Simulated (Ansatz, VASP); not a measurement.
**InSe: VASP beside Ansatz**

```xyz
4
Lattice="5.8738 -2.0555 0.0831 5.8738 2.0555 0.0831 -1.6692 0.0000 4.2484" Properties=species:S:1:pos:R:3 pbc="T T T"
In   -0.2791    0.0000    4.1437
In   10.3574    0.0000    0.2708
Se    3.4512    0.0000    1.5974
Se    6.6271    0.0000    2.8171
```

Alike in both runs: task single point; functional PBEsol; k mesh 4 × 4 × 4; occupations gaussian, width 0.02 eV; no spin polarisation.

|  | VASP | Ansatz |
| --- | --- | --- |
| version | VASP 6.6.1 | Ansatz 0.2.0 |
| potentials or method | VASP PAW PBE potentials, release 64 (In_d, Se), cutoff 500 eV | scalar-relativistic, plane waves, PAW |
| valence electrons in the cell | 38 | 58 |

```tsv
	VASP	Ansatz	Ansatz less VASP
gap on the k mesh at the Fermi level (eV)	1.06	1.06	+0.006
least direct gap on the mesh (eV)	1.06	1.06	+0.006
pressure (GPa)	0.0	0.0	-0.09
traceless stress, the component that is largest in VASP (GPa)	0.31	0.29	-0.015
rms of the force components (eV/Å)	0.011	0.010	-0.0012
```

VASP's potentials were made for PBE, not for PBEsol, and Ansatz warns of the same on its side. Atom by atom the forces differ by 0.010 eV/Å (rms over components). VASP's potentials hold 38 valence electrons a cell and Ansatz's 58, so a difference there can come from the potentials and not from the codes.
